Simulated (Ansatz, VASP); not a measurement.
One calculation of SnO, two programs

File INCAR:

```
SYSTEM = SnO
ALGO = Normal
EDIFF = 1E-6
ENCUT = 520
ISIF = 2
ISMEAR = 0
LASPH = .TRUE.
LCHARG = .FALSE.
LREAL = .FALSE.
LWAVE = .FALSE.
NBANDS = 28
NELM = 60
PREC = Accurate
SIGMA = 0.01
```

KPOINTS

```
k-points
0
G
  4 3 3
  0 0 0
```

File POSCAR:

```
SnO
1.0
    3.3550050000      0.0000000000      0.0000000000
    0.0000000000      5.6741040000      0.0000000000
    0.0000000000      0.0000000000      4.2219700000
Sn O
2 2
Direct
   -0.0002435958      0.1998865570      0.5045042719
    0.4959029613      0.7547430979      0.0131854764
   -0.0168798116      0.8613497017      0.7303672715
    0.5072181167      0.0938843674      0.2050745507
```

Input for Ansatz:

```yaml
crystal:
  lattice:
    - [3.355005, 0.0, 0.0]
    - [0.0, 5.674104, 0.0]
    - [0.0, 0.0, 4.22197]
  atoms:
    - { symbol: Sn, position: [-0.00024359576080857693, 0.1998865570157111, 0.5045042718866345] }
    - { symbol: Sn, position: [0.49590296128710903, 0.7547430978887474, 0.01318547636307046] }
    - { symbol: O, position: [-0.016879811616480434, 0.8613497017077962, 0.7303672714933298] }
    - { symbol: O, position: [0.5072181166584891, 0.093884367429106, 0.20507455067772143] }
kpoints:
  mp_grid:
    grid: [4, 3, 3]
hamiltonian:
  xc: lda
scf:
  occupations:
    method: fixed
output:
  forces: true
```

Alike in both runs: task single point; functional LDA; k mesh 4 × 3 × 3; no spin polarisation.

|  | VASP | Ansatz |
| --- | --- | --- |
| version | VASP 6.6.1 | Ansatz 0.2.0 |
| potentials or method | VASP PAW LDA potentials, release 64 (Sn_d, O) | plane waves, PAW |
| plane-wave cutoff (eV) | 520 | 420 |
| occupations | gaussian, width 0.01 eV | fixed |
| valence electrons in the cell | 40 | 40 |

Ansatz gave:

| Item | Value |
| --- | --- |
| rms of the force components (eV/Å) | 0.279 |

Question: Which values does VASP return?

Answer: rms of the force components (eV/Å): 0.274.

LDA's correlation is that of Perdew and Zunger in VASP and of Perdew and Wang (1992) in Ansatz. Atom by atom the forces differ by 0.045 eV/Å (rms over components).

The k mesh is coarse, so the values compare programs but aren't converged.
